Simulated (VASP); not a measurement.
Here is a VASP 6.6.1 calculation.

Contents of INCAR:

```
SYSTEM = CdTe
PREC = Accurate ; ENCUT = 500
EDIFF = 1E-8 ; ISMEAR = 0
SIGMA = 0.01 ; LREAL = .False.
LASPH = .True. ; NELM = 120
ALGO = Normal ; ISIF = 2
LWAVE = .False. ; LCHARG = .False.
GGA = PS ; IBRION = 8
NSW = 1 ; LEPSILON = .True.
GGA_COMPAT = .False.
```

The input KPOINTS:

```
regular mesh
0
Gamma
  8 8 8
  0 0 0
```

The input POSCAR:

```
CdTe
1.0
    0.0000000000      2.8539848126      2.8539848126
    2.8539848126      0.0000000000      2.8539848126
    2.8539848126      2.8539848126      0.0000000000
Cd Te
1 1
Direct
    0.0000000000      0.0000000000      0.0000000000
    0.7500000000      0.7500000000      0.7500000000
```

Potentials or basis: VASP PAW PBE potentials, release 64 (Cd, Te).

Run with:

```console
$ cat potpaw_PBE.64/Cd/POTCAR potpaw_PBE.64/Te/POTCAR > POTCAR
$ mpirun -np 1 vasp_std > vasp.out
```

Question: Predict the electronic dielectric tensor (diagonal).

Answer: 9.22.

Question: Estimate the Born charges (mean of the diagonal).

Answer: Cd +1.48; Te -1.48 e.

Question: What does it give for the highest phonon frequency at Γ, LO-TO splitting left out?

Answer: 262 cm⁻¹.

Phonon frequencies in cm⁻¹ (negative: imaginary):
```csv
q point,frequencies
"(0.000, 0.000, 0.000)",0 0 0 262 262 262
```

Caveat: the cell wasn't relaxed at this level first, which shifts response properties.
